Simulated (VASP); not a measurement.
# Ir (P2_1/m) in VASP: single point with r2SCAN

Aim: the single point of Ir with r2SCAN.

Everything below comes from runs of VASP 6.6.1. Logs are shortened: lines on timing, memory, paths and dates and some standing lists are left out, and cuts for length are marked.

## (1) The cell of the first run

It takes space group P2_1/m (No. 11, monoclinic). The conventional cell has a = 2.641 Å, b = 4.462 Å, c = 2.754 Å, α = 90.00°, β = 115.92°, γ = 90.00°. Ir (site symmetry m) has 12 Ir at 2.64 to 2.86 Å within 3.5 Å.

## (2) Single point, r2SCAN (strain +0.0937 x Voigt [0, 0, 0, 0, 0, 1])

Input file POSCAR:

```
Ir
1.0
    2.7513778946      0.1289020544      0.0000000000
   -1.2640564936      2.3183121249      0.0000000000
    0.0000000000      0.0000000000      4.4622900000
Ir
2
Direct
    0.6666666667      0.3333333333      0.7500000000
    0.3333333333      0.6666666667      0.2500000000
```

Input file INCAR.step1:

```
SYSTEM = Ir
PREC     = Accurate       ! precision mode
ENCUT    = 520            ! plane-wave cutoff, eV
ISMEAR   = 0              ! smearing method
SIGMA    = 0.15           ! smearing width, eV
LREAL    = .FALSE.        ! projectors in reciprocal space
LASPH    = .TRUE.         ! aspherical terms in the spheres
NELM     = 60             ! most SCF steps
NBANDS   = 16             ! bands
GGA      = PE             ! functional
ALGO     = Normal         ! electronic algorithm
EDIFF    = 1E-4           ! SCF threshold, eV
LWAVE    = .TRUE.         ! write WAVECAR
LCHARG   = .FALSE.        ! write CHGCAR
```

Input file INCAR.step2:

```
SYSTEM = Ir
PREC     = Accurate       ! precision mode
ENCUT    = 520            ! plane-wave cutoff, eV
EDIFF    = 1E-7           ! SCF threshold, eV
ISMEAR   = 0              ! smearing method
SIGMA    = 0.15           ! smearing width, eV
LREAL    = .FALSE.        ! projectors in reciprocal space
LASPH    = .TRUE.         ! aspherical terms in the spheres
NELM     = 60             ! most SCF steps
ALGO     = Normal         ! electronic algorithm
ISIF     = 2              ! what is computed and relaxed
LWAVE    = .FALSE.        ! write WAVECAR
LCHARG   = .FALSE.        ! write CHGCAR
METAGGA  = R2SCAN         ! meta-GGA
LMIXTAU  = .TRUE.       
NBANDS   = 16             ! bands
ISTART   = 1
```

Input file KPOINTS:

```
regular mesh
0
G
  18 18 12
  0 0 0
```

Potentials or basis: VASP PAW PBE potentials, release 64 (Ir).

On the command line:

```console
$ cat potpaw_PBE.64/Ir/POTCAR > POTCAR
$ cp INCAR.step1 INCAR
$ mpirun -np 1 vasp_std > vasp.out
$ cp INCAR.step2 INCAR
$ mpirun -np 1 vasp_std > vasp.out
```

OUTCAR:

```text
SYSTEM = Ir
   PREC = Accurate
   ENCUT = 520
   EDIFF = 1E-7
   ISMEAR = 0
   LREAL = .FALSE.
   LASPH = .TRUE.
   NELM = 60
   ISIF = 2
   METAGGA = R2SCAN
   ISTART = 1

 ion  position               nearest neighbor table
   1  0.667  0.333  0.750-   2 2.70   2 2.70   2 2.74   2 2.74   2 2.78   2 2.78
   2  0.333  0.667  0.250-   1 2.70   1 2.70   1 2.74   1 2.74   1 2.78   1 2.78

  Warning from LATTYP: Monoclinic adjustment (A1->A3, A2->A1, A3->A2)!
  LATTYP: Found a simple monoclinic cell.
 ALAT       =     2.6405321296
 B/A-ratio  =     1.6899207360
 C/A-ratio  =     1.0431214751
 COS(beta)  =    -0.4371003809

  Lattice vectors:

 A1 = (  -1.2640564936,   2.3183121249,   0.0000000000)
 A2 = (   0.0000000000,   0.0000000000,   4.4622900000)
 A3 = (   2.7513778946,   0.1289020544,   0.0000000000)

Analysis of symmetry for initial positions (statically):
=====================================================================
 Subroutine PRICEL returns:
 Original cell was already a primitive cell.

 Routine SETGRP: Setting up the symmetry group for a
 simple monoclinic supercell.

 Subroutine GETGRP returns: Found  4 space group operations
 (whereof  2 operations were pure point group operations)
 out of a pool of  4 trial point group operations.

The static configuration has the point symmetry S_2 .
 The point group associated with its full space group is C_2h.

Analysis of symmetry for dynamics (positions and initial velocities):
=====================================================================
 Subroutine PRICEL returns:
 Original cell was already a primitive cell.

 Routine SETGRP: Setting up the symmetry group for a
 simple monoclinic supercell.

 Subroutine GETGRP returns: Found  4 space group operations
 (whereof  2 operations were pure point group operations)
 out of a pool of  4 trial point group operations.

The dynamic configuration has the point symmetry S_2 .
 The point group associated with its full space group is C_2h.

 Subroutine INISYM returns: Found  4 space group operations
 (whereof  2 operations are pure point group operations),
 and found     1 'primitive' translations

----------------------------------------------------------------------------------------

                                     Primitive cell

  volume of cell :      29.1900

  direct lattice vectors                    reciprocal lattice vectors
     2.751377895  0.128902054  0.000000000     0.354401114  0.193236719  0.000000000
    -1.264056494  2.318312125  0.000000000    -0.019705298  0.420604016  0.000000000
     0.000000000  0.000000000  4.462290000     0.000000000  0.000000000  0.224100182

  length of vectors
     2.754395770  2.640532130  4.462290000     0.403658988  0.421065360  0.224100182

  position of ions in fractional coordinates (direct lattice)
     0.666666667  0.333333333  0.750000000
     0.333333333  0.666666667  0.250000000

  ion indices of the primitive-cell ions
   primitive index   ion index
                 1           1
                 2           2

----------------------------------------------------------------------------------------

 KPOINTS: regular mesh

Automatic generation of k-mesh.
 Grid dimensions read from file:
 generate k-points for:   18   18   12

 Generating k-lattice:

  Cartesian coordinates                     Fractional coordinates (reciprocal lattice)
     0.019688951  0.010735373  0.000000000     0.055555556  0.000000000  0.000000000
    -0.001094739  0.023366890  0.000000000     0.000000000  0.055555556  0.000000000
     0.000000000  0.000000000  0.018675015     0.000000000  0.000000000  0.083333333

  Length of vectors
     0.022425499  0.023392520  0.018675015

  Shift w.r.t. Gamma in fractional coordinates (k-lattice)
     0.000000000  0.000000000  0.000000000

 Subroutine IBZKPT returns following result:
 ===========================================

 Found   1148 irreducible k-points:

 Following reciprocal coordinates:
            Coordinates               Weight
  0.000000  0.000000  0.000000      1.000000
  0.055556  0.000000  0.000000      2.000000
  0.111111  0.000000  0.000000      2.000000
  0.166667  0.000000  0.000000      2.000000
  0.222222  0.000000  0.000000      2.000000
  0.277778  0.000000  0.000000      2.000000
[... 16 lines left out ...]
 -0.333333  0.055556  0.000000      2.000000
 -0.277778  0.055556  0.000000      2.000000
 [... further k-points ...]
   k-points           NKPTS =   1148   k-points in BZ     NKDIM =   1148   number of bands    NBANDS=     16
   number of dos      NEDOS =    301   number of ions     NIONS =      2
   total plane-waves  NPLWV =  14400
   dimension x,y,z NGX =    20 NGY =   20 NGZ =   36
   dimension x,y,z NGXF=    40 NGYF=   40 NGZF=   72
   ions per type =               2
   NGX,Y,Z   is equivalent  to a cutoff of  12.07, 12.59, 13.41 a.u.
   NGXF,Y,Z  is equivalent  to a cutoff of  24.14, 25.18, 26.82 a.u.
 SYSTEM =  Ir
   PREC   = accura    normal or accurate (medium, high low for compatibility)
   ISTART =      1    job   : 0-new  1-cont  2-samecut
   ICHARG =      0    charge: 1-file 2-atom 10-const
   ISPIN  =      1    spin polarized calculation?
   LNONCOLLINEAR =      F non collinear calculations
   LSORBIT =      F    spin-orbit coupling
   LASPH  =      T    aspherical Exc in radial PAW
   ENCUT  =  520.0 eV  38.22 Ry    6.18 a.u.   5.12  4.91  8.30*2*pi/ulx,y,z
   NELM   =     60;   NELMIN=  2; NELMDL=  0     # of ELM steps
   EDIFF  = 0.1E-06   stopping-criterion for ELM
   LREAL  =      F    real-space projection
   EDIFFG = 0.1E-05   stopping-criterion for IOM
   NSW    =      0    number of steps for IOM
   IBRION =     -1    ionic relax: 0-MD 1-quasi-New 2-CG
   NFREE  =      0    steps in history (QN), initial steepest desc. (CG)
   ISIF   =      2    stress and relaxation
   ISYM   =      2    0-nonsym 1-usesym 2-fastsym
   POTIM  = 0.5000    time-step for ionic-motion
   TEBEG  =    0.0;   TEEND  =   0.0 temperature during run
   PSTRESS=    0.0 pullay stress
   NELECT =      18.0000    total number of electrons
   NUPDOWN=      -1.0000    fix difference up-down
   EMIN   =  10.00;   EMAX   =-10.00  energy-range for DOS
   EFERMI =   0.00;   METHOD = LEGACY
   ISMEAR =     0;   SIGMA  =   0.15  broadening in eV -4-tet -1-fermi 0-gaus
   EFERMI_NEDOS =   21; number of points for ismear=-14 and -15
   IALGO  =     38    algorithm
   IMIX   =      4    mixing-type and parameters
     AMIX     =   0.40;   BMIX     =  1.00
     AMIX_MAG =   1.60;   BMIX_MAG =  1.00
  volume/ion in A,a.u.               =      14.60        98.49
  Fermi-wavevector in a.u.,A,eV,Ry     =   1.393437  2.633215 26.417994  1.941668
  Thomas-Fermi vector in A             =   2.517084
   LORBIT       =      0    0 simple, 1 ext, 2 COOP (PROOUT), +10 PAW based schemes
   METAGGA = R2SCAN    functional components
   LHFCALC =     F    Hartree Fock is set to
   AEXX    =    0.0000 exact exchange contribution
   IVDW    =     0    specifies the selected vdW correction
   LEPSILON=     F    determine dielectric tensor
   LRPA    =     F    only Hartree local field effects (RPA)
 non-spin polarized calculation
 Gauss-broadening in eV      SIGMA  =   0.15
  energy-cutoff  :      520.00
  volume of cell :       29.19
 maximum number of plane-waves:       810
   NGX = 11   NGY =  9   NGZ = 17

 number of electron      18.0000000 magnetization

 Free energy of the ion-electron system (eV)
  ---------------------------------------------------
  ext. energy  EPLUGINS =         0.00000000
  ---------------------------------------------------
  free energy    TOTEN  =      -104.40165836 eV

  energy without entropy =     -104.37543176  energy(sigma->0) =     -104.38854506

 E-fermi :   9.7632     XC(G=0): -15.1104

 val. band max:        9.7630554530   @ k =   0.3889   0.1667   0.1667
 cond. band min:       9.7672050144   @ k =   0.3889   0.0000   0.0000
 fundamental gap:      0.0041495614
 Fermi energy:         9.7631769881

 k-point     1 :       0.0000    0.0000    0.0000
  band No.  band energies     occupation
      1      -1.5407      2.00000
      2       1.5738      2.00000
      3       5.0492      2.00000
      4       5.6366      2.00000
      5       5.9428      2.00000
      6       6.9504      2.00000
[... 8 lines left out ...]
     15      27.0948      0.00000
     16      28.0986      0.00000

 k-point     2 :       0.0556    0.0000    0.0000
  band No.  band energies     occupation
      1      -1.4293      2.00000
      2       1.6674      2.00000
      3       4.9559      2.00000
      4       5.6339      2.00000
      5       6.0346      2.00000
      6       7.0222      2.00000
[... 8 lines left out ...]
     15      27.2484      0.00000
     16      28.1846      0.00000

 k-point     3 :       0.1111    0.0000    0.0000
  band No.  band energies     occupation
      1      -1.1037      2.00000
      2       1.9257      2.00000
      3       4.7618      2.00000
      4       5.5685      2.00000
      5       6.3086      2.00000
      6       6.5906      2.00000
[... 8 lines left out ...]
     15      27.6669      0.00000
     16      28.1948      0.00000

 k-point     4 :       0.1667    0.0000    0.0000
  band No.  band energies     occupation
      1      -0.5918      2.00000
      2       2.2680      2.00000
      3       4.5950      2.00000
      4       5.4523      2.00000
      5       5.8034      2.00000
      6       6.7303      2.00000
[... 8 lines left out ...]
     15      28.0595      0.00000
     16      28.2352      0.00000

 k-point     5 :       0.2222    0.0000    0.0000
  band No.  band energies     occupation
      1       0.0539      2.00000
      2       2.5323      2.00000
      3       4.5962      2.00000
      4       5.0026      2.00000
      5       5.3579      2.00000
      6       6.8543      2.00000
[... 8 lines left out ...]
     15      27.3742      0.00000
     16      28.0484      0.00000

 k-point     6 :       0.2778    0.0000    0.0000
  band No.  band energies     occupation
      1       0.7467      2.00000
      2       2.5771      2.00000
      3       4.3029      2.00000
      4       4.8154      2.00000
      5       5.4079      2.00000
      6       6.5659      2.00000
[... 8 lines left out ...]
     15      26.4559      0.00000
     16      26.6403      0.00000
[... 267 lines left out ...]
 k-point    21 :      -0.4444    0.0556    0.0000
  band No.  band energies     occupation
      1       2.0718      2.00000
      2       2.3555      2.00000
      3       3.1753      2.00000
      4       5.5577      2.00000
      5       5.9085      2.00000
      6       6.1592      2.00000
[... 8 lines left out ...]
     15      22.2683      0.00000
     16      23.8767      0.00000

 k-point    22 :      -0.3889    0.0556    0.0000
  band No.  band energies     occupation
      1       1.7481      2.00000
      2       2.5004      2.00000
      3       3.4932      2.00000
      4       5.1707      2.00000
      5       5.8774      2.00000
      6       5.9917      2.00000
[... 8 lines left out ...]
     15      24.1457      0.00000
     16      24.9977      0.00000

 k-point    23 :      -0.3333    0.0556    0.0000
  band No.  band energies     occupation
      1       1.2087      2.00000
      2       2.6547      2.00000
      3       3.9666      2.00000
      4       4.8717      2.00000
      5       5.5574      2.00000
      6       6.1481      2.00000
[... 8 lines left out ...]
     15      25.6929      0.00000
     16      26.0725      0.00000

 k-point    24 :      -0.2778    0.0556    0.0000
  band No.  band energies     occupation
      1       0.5315      2.00000
      2       2.7127      2.00000
      3       4.5833      2.00000
      4       4.6442      2.00000
      5       5.4209      2.00000
      6       6.3647      2.00000
[... 8 lines left out ...]
     15      26.9337      0.00000
     16      27.0908      0.00000

 [... further k-points ...]
[... 5 lines left out ...]
  --------------------------------------------------------------------------------------
  -------------------------------------------------------------------------------------
  Total       -0.7444902      0.2164789     -1.2595965     -3.3286780      0.0000000      0.0000000
  in kB      -40.8634436     11.8820547    -69.1365050   -182.7038708      0.0000000      0.0000000
  external PRESSURE =     -32.7059646 kB  Pullay stress =       0.0000000 kB

 VOLUME and BASIS-vectors are now :
 -----------------------------------------------------------------------------
  energy-cutoff  :      520.00
  volume of cell :       29.19
      direct lattice vectors                 reciprocal lattice vectors
     2.751377895  0.128902054  0.000000000     0.354401114  0.193236719  0.000000000
    -1.264056494  2.318312125  0.000000000    -0.019705298  0.420604016  0.000000000
     0.000000000  0.000000000  4.462290000     0.000000000  0.000000000  0.224100182

 POSITION                                       TOTAL-FORCE (eV/Angst)
 -----------------------------------------------------------------------------------
      1.41290      0.85871      3.34672         0.133983      0.011052      0.000000
      0.07442      1.58851      1.11557        -0.133983     -0.011052     -0.000000
 -----------------------------------------------------------------------------------
    total drift:                               -0.000000      0.000000     -0.000000

  FREE ENERGIE OF THE ION-ELECTRON SYSTEM (eV)
  ---------------------------------------------------
  free  energy   TOTEN  =      -104.4016583589 eV

  energy  without entropy=     -104.3754317644  energy(sigma->0) =     -104.38854506
```

It took 11 min on 1 thread of Intel Xeon 6975P-C (Granite Rapids), shared host; peak memory 0.53 GiB.

What came out:

```
Free energy            : -104.4017 eV
Pressure               : -3.3 GPa
Largest force          : 0.134 eV/Å
Band gap on the k mesh : zero (bands 9 and 10 overlap by 3.51 eV)
```

Forces in eV/Å, atoms in the order of the input:
```
Ir   0.134  0.011  0.000
Ir  -0.134 -0.011  0.000
```

Caveat: the cell differs from its parent crystal (strain +0.0937 x Voigt [0, 0, 0, 0, 0, 1]); the cell stands under tension; the PAW data sets were made with another functional, which shifts forces and pressure a little; spin-orbit coupling is left out, which moves the levels of the heavy elements.
